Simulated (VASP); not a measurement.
# CoSi (Pm-3m) in VASP: a series of runs

The runs below take CoSi through single point, with PBE.

All numbers are computed with VASP 6.6.1; they aren't measurements. Logs are shortened: lines on timing, memory, paths and dates and some standing lists are left out, and cuts for length are marked.

## 1. The cell of the first run

It takes space group Pm-3m (No. 221, cubic). The conventional cell has a = 2.781 Å, b = 2.781 Å, c = 2.781 Å, α = 90.00°, β = 90.00°, γ = 90.00°. Co (site symmetry m-3m) has 8 Si at 2.41 Å and 6 Co at 2.78 Å within 3.2 Å. Within 3.2 Å of Si (site symmetry m-3m) lie 8 Co at 2.41 Å and 6 Si at 2.78 Å.

## 2. Single point, PBE, collinear spin, ferromagnetic start

INCAR

```
ALGO = Normal
EDIFF = 1E-6
ENCUT = 520
GGA = PE
ISIF = 2
ISMEAR = -1
ISPIN = 2
LASPH = T
LCHARG = F
LMAXMIX = 4
LORBIT = 11
LREAL = F
LWAVE = F
MAGMOM = 0.15 0
NBANDS = 18
NELM = 150
NUPDOWN = 0.15
PREC = Accurate
SIGMA = 0.03
```

KPOINTS

```
k-points
0
Gamma
  14 14 14
```

POSCAR

```
CoSi
1.0
    2.7813340000      0.0000000000      0.0000000000
    0.0000000000      2.7813340000      0.0000000000
    0.0000000000      0.0000000000      2.7813340000
Co Si
1 1
Direct
    0.0000000000      0.0000000000      0.0000000000
    0.5000000000      0.5000000000      0.5000000000
```

Potentials or basis: VASP PAW PBE potentials, release 64 (Co, Si).

On the command line:

```console
$ cat potpaw_PBE.64/Co/POTCAR potpaw_PBE.64/Si/POTCAR > POTCAR
$ mpirun -np 1 vasp_std > vasp.out
```

OUTCAR:

```text
EDIFF = 1E-6
   ENCUT = 520
   GGA = PE
   ISIF = 2
   ISMEAR = -1
   ISPIN = 2
   LASPH = T
   LORBIT = 11
   LREAL = F
   NELM = 150
   NUPDOWN = 0.15
   PREC = Accurate

 ion  position               nearest neighbor table
   1  0.000  0.000  0.000-   2 2.41   2 2.41   2 2.41   2 2.41   2 2.41   2 2.41   2 2.41   2 2.41

   2  0.500  0.500  0.500-   1 2.41   1 2.41   1 2.41   1 2.41   1 2.41   1 2.41   1 2.41   1 2.41

  LATTYP: Found a simple cubic cell.
 ALAT       =     2.7813340000

  Lattice vectors:

 A1 = (   2.7813340000,   0.0000000000,   0.0000000000)
 A2 = (   0.0000000000,   2.7813340000,   0.0000000000)
 A3 = (   0.0000000000,   0.0000000000,   2.7813340000)

Analysis of symmetry for initial positions (statically):
=====================================================================
 Subroutine PRICEL returns:
 Original cell was already a primitive cell.

 Routine SETGRP: Setting up the symmetry group for a
 simple cubic supercell.

 Subroutine GETGRP returns: Found 48 space group operations
 (whereof 48 operations were pure point group operations)
 out of a pool of 48 trial point group operations.

The static configuration has the point symmetry O_h .

Analysis of symmetry for dynamics (positions and initial velocities):
=====================================================================
 Subroutine PRICEL returns:
 Original cell was already a primitive cell.

 Routine SETGRP: Setting up the symmetry group for a
 simple cubic supercell.

 Subroutine GETGRP returns: Found 48 space group operations
 (whereof 48 operations were pure point group operations)
 out of a pool of 48 trial point group operations.

The dynamic configuration has the point symmetry O_h .

Analysis of structural, dynamic, and magnetic symmetry:
=====================================================================
 Subroutine PRICEL returns:
 Original cell was already a primitive cell.

 Routine SETGRP: Setting up the symmetry group for a
 simple cubic supercell.

 Subroutine GETGRP returns: Found 48 space group operations
 (whereof 48 operations were pure point group operations)
 out of a pool of 48 trial point group operations.

The overall configuration has the point symmetry O_h .

 Subroutine INISYM returns: Found 48 space group operations
 (whereof 48 operations are pure point group operations),
 and found     1 'primitive' translations

----------------------------------------------------------------------------------------

                                     Primitive cell

  volume of cell :      21.5159

  direct lattice vectors                    reciprocal lattice vectors
     2.781334000  0.000000000  0.000000000     0.359539703  0.000000000  0.000000000
     0.000000000  2.781334000  0.000000000     0.000000000  0.359539703  0.000000000
     0.000000000  0.000000000  2.781334000     0.000000000  0.000000000  0.359539703

  length of vectors
     2.781334000  2.781334000  2.781334000     0.359539703  0.359539703  0.359539703

  position of ions in fractional coordinates (direct lattice)
     0.000000000  0.000000000  0.000000000
     0.500000000  0.500000000  0.500000000

  ion indices of the primitive-cell ions
   primitive index   ion index
                 1           1
                 2           2

----------------------------------------------------------------------------------------

 KPOINTS: k-points

Automatic generation of k-mesh.
 Grid dimensions read from file:
 generate k-points for:   14   14   14

 Generating k-lattice:

  Cartesian coordinates                     Fractional coordinates (reciprocal lattice)
     0.025681407  0.000000000  0.000000000     0.071428571  0.000000000  0.000000000
     0.000000000  0.025681407  0.000000000     0.000000000  0.071428571  0.000000000
     0.000000000  0.000000000  0.025681407     0.000000000  0.000000000  0.071428571

  Length of vectors
     0.025681407  0.025681407  0.025681407

  Shift w.r.t. Gamma in fractional coordinates (k-lattice)
     0.000000000  0.000000000  0.000000000

 Subroutine IBZKPT returns following result:
 ===========================================

 Found    120 irreducible k-points:

 Following reciprocal coordinates:
            Coordinates               Weight
  0.000000  0.000000  0.000000      1.000000
  0.071429  0.000000  0.000000      6.000000
  0.142857  0.000000  0.000000      6.000000
  0.214286  0.000000  0.000000      6.000000
  0.285714  0.000000  0.000000      6.000000
  0.357143  0.000000  0.000000      6.000000
[... 16 lines left out ...]
  0.285714  0.214286  0.000000     24.000000
  0.357143  0.214286  0.000000     24.000000
 [... further k-points ...]
   k-points           NKPTS =    120   k-points in BZ     NKDIM =    120   number of bands    NBANDS=     18
   number of dos      NEDOS =    301   number of ions     NIONS =      2
   total plane-waves  NPLWV =  13824
   dimension x,y,z NGX =    24 NGY =   24 NGZ =   24
   dimension x,y,z NGXF=    48 NGYF=   48 NGZF=   48
   ions per type =               1   1
   NGX,Y,Z   is equivalent  to a cutoff of  14.35, 14.35, 14.35 a.u.
   NGXF,Y,Z  is equivalent  to a cutoff of  28.69, 28.69, 28.69 a.u.
 SYSTEM =  unknown system
   PREC   = accura    normal or accurate (medium, high low for compatibility)
   ISTART =      0    job   : 0-new  1-cont  2-samecut
   ICHARG =      2    charge: 1-file 2-atom 10-const
   ISPIN  =      2    spin polarized calculation?
   LNONCOLLINEAR =      F non collinear calculations
   LSORBIT =      F    spin-orbit coupling
   LASPH  =      T    aspherical Exc in radial PAW
   ENCUT  =  520.0 eV  38.22 Ry    6.18 a.u.   5.17  5.17  5.17*2*pi/ulx,y,z
   NELM   =    150;   NELMIN=  2; NELMDL= -5     # of ELM steps
   EDIFF  = 0.1E-05   stopping-criterion for ELM
   LREAL  =      F    real-space projection
   EDIFFG = 0.1E-04   stopping-criterion for IOM
   NSW    =      0    number of steps for IOM
   IBRION =     -1    ionic relax: 0-MD 1-quasi-New 2-CG
   NFREE  =      0    steps in history (QN), initial steepest desc. (CG)
   ISIF   =      2    stress and relaxation
   ISYM   =      2    0-nonsym 1-usesym 2-fastsym
   POTIM  = 0.5000    time-step for ionic-motion
   TEBEG  =    0.0;   TEEND  =   0.0 temperature during run
   PSTRESS=    0.0 pullay stress
   NELECT =      13.0000    total number of electrons
   NUPDOWN=       0.1500    fix difference up-down
   EMIN   =  10.00;   EMAX   =-10.00  energy-range for DOS
   EFERMI =   0.00;   METHOD = LEGACY
   ISMEAR =    -1;   SIGMA  =   0.03  broadening in eV -4-tet -1-fermi 0-gaus
   EFERMI_NEDOS =   21; number of points for ismear=-14 and -15
   IALGO  =     38    algorithm
   IMIX   =      4    mixing-type and parameters
     AMIX     =   0.40;   BMIX     =  1.00
     AMIX_MAG =   1.60;   BMIX_MAG =  1.00
  volume/ion in A,a.u.               =      10.76        72.60
  Fermi-wavevector in a.u.,A,eV,Ry     =   1.384000  2.615381 26.061367  1.915456
  Thomas-Fermi vector in A             =   2.508545
   LORBIT       =     11    0 simple, 1 ext, 2 COOP (PROOUT), +10 PAW based schemes
   GGA     = PE    functional components
   LHFCALC =     F    Hartree Fock is set to
   AEXX    =    0.0000 exact exchange contribution
   IVDW    =     0    specifies the selected vdW correction
   LEPSILON=     F    determine dielectric tensor
   LRPA    =     F    only Hartree local field effects (RPA)
 spin polarized calculation
  energy-cutoff  :      520.00
  volume of cell :       21.52
 maximum number of plane-waves:       595
 NGX is ok and might be reduce to    24
   NGX = 11   NGY = 11   NGZ = 11

 number of electron      13.0000003 magnetization       0.1500000

 Free energy of the ion-electron system (eV)
  ---------------------------------------------------
  ext. energy  EPLUGINS =         0.00000000
  ---------------------------------------------------
  free energy    TOTEN  =       -13.26782866 eV

  energy without entropy =      -13.26094625  energy(sigma->0) =      -13.26438746

 E-fermi :  12.7600     XC(G=0): -12.9409

 val. band max:       12.7554155522   @ k =   0.2857   0.0000   0.0000
 cond. band min:      12.7052642002   @ k =   0.5000   0.3571   0.3571
 fundamental gap:     -0.0501513520
 Fermi energy:        12.7004593683

 spin component 1

 k-point     1 :       0.0000    0.0000    0.0000
  band No.  band energies     occupation
      1      -1.4130      1.00000
      2       8.9706      1.00000
      3       8.9706      1.00000
      4      11.4735      1.00000
      5      11.4735      1.00000
      6      11.4735      1.00000
[... 10 lines left out ...]
     17      36.2522      0.00000
     18      36.2522      0.00000
[... 463 lines left out ...]
 k-point    24 :       0.3571    0.2143    0.0000
  band No.  band energies     occupation
      1       1.6955      1.00000
      2       6.5734      1.00000
      3       9.0522      1.00000
      4      10.1162      1.00000
      5      10.5278      1.00000
      6      11.1700      1.00000
[... 10 lines left out ...]
     17      34.9986      0.00000
     18      38.3779      0.00000

 [... further k-points ...]

 spin component 2

 k-point     1 :       0.0000    0.0000    0.0000
  band No.  band energies     occupation
      1      -1.4150      1.00000
      2       9.1395      1.00000
      3       9.1395      1.00000
      4      11.5744      1.00000
      5      11.5744      1.00000
      6      11.5744      1.00000
[... 10 lines left out ...]
     17      36.2390      0.00000
     18      36.2390      0.00000
[... 463 lines left out ...]
 k-point    24 :       0.3571    0.2143    0.0000
  band No.  band energies     occupation
      1       1.6941      1.00000
      2       6.6001      1.00000
      3       9.1384      1.00000
      4      10.2738      1.00000
      5      10.6129      1.00000
      6      11.2662      1.00000
[... 10 lines left out ...]
     17      35.0191      0.00000
     18      38.3686      0.00000

 [... further k-points ...]

------------------------ aborting loop because EDIFF is reached ----------------------------------------

  FORCE on cell =-STRESS in cart. coord.  units (eV):
  Direction    XX          YY          ZZ          XY          YZ          ZX
  --------------------------------------------------------------------------------------
  -------------------------------------------------------------------------------------
  Total       -0.0181659     -0.0181659     -0.0181659      0.0000000      0.0000000     -0.0000000
  in kB       -1.3527227     -1.3527227     -1.3527227      0.0000000      0.0000000     -0.0000000
  external PRESSURE =      -1.3527227 kB  Pullay stress =       0.0000000 kB

 VOLUME and BASIS-vectors are now :
 -----------------------------------------------------------------------------
  energy-cutoff  :      520.00
  volume of cell :       21.52
      direct lattice vectors                 reciprocal lattice vectors
     2.781334000  0.000000000  0.000000000     0.359539703  0.000000000  0.000000000
     0.000000000  2.781334000  0.000000000     0.000000000  0.359539703  0.000000000
     0.000000000  0.000000000  2.781334000     0.000000000  0.000000000  0.359539703

 POSITION                                       TOTAL-FORCE (eV/Angst)
 -----------------------------------------------------------------------------------
      0.00000      0.00000      0.00000         0.000000      0.000000      0.000000
      1.39067      1.39067      1.39067         0.000000      0.000000      0.000000
 -----------------------------------------------------------------------------------
    total drift:                                0.000000      0.000000      0.000000

  FREE ENERGIE OF THE ION-ELECTRON SYSTEM (eV)
  ---------------------------------------------------
  free  energy   TOTEN  =       -13.2678286647 eV

  energy  without entropy=      -13.2609462494  energy(sigma->0) =      -13.26438746

 total charge

# of ion       s       p       d       tot
------------------------------------------
    1        0.439   0.579   7.599   8.617
    2        0.711   0.861   0.000   1.572
--------------------------------------------------
tot          1.149   1.440   7.599  10.188

 magnetization (x)

# of ion       s       p       d       tot
------------------------------------------
    1        0.002  -0.001   0.155   0.156
    2       -0.000   0.002   0.000   0.001
--------------------------------------------------
tot          0.002   0.000   0.155   0.157
```

Run time: 36 s. Hardware: 1 thread of Intel Xeon Platinum 8559C (Emerald Rapids), shared host; peak memory 0.19 GiB.

Results:

```
Free energy                                           : -13.2678 eV
Pressure                                              : -0.1 GPa
Net moment                                            : 0.15 μB per cell
Site moments                                          : Co +0.16; Si +0.00 μB
Valence electrons inside the program's atomic spheres : Co 8.62; Si 1.57
```

Caveat: the total moment is fixed, so each spin has its own Fermi level.

(Continued in part 2 of 2.)
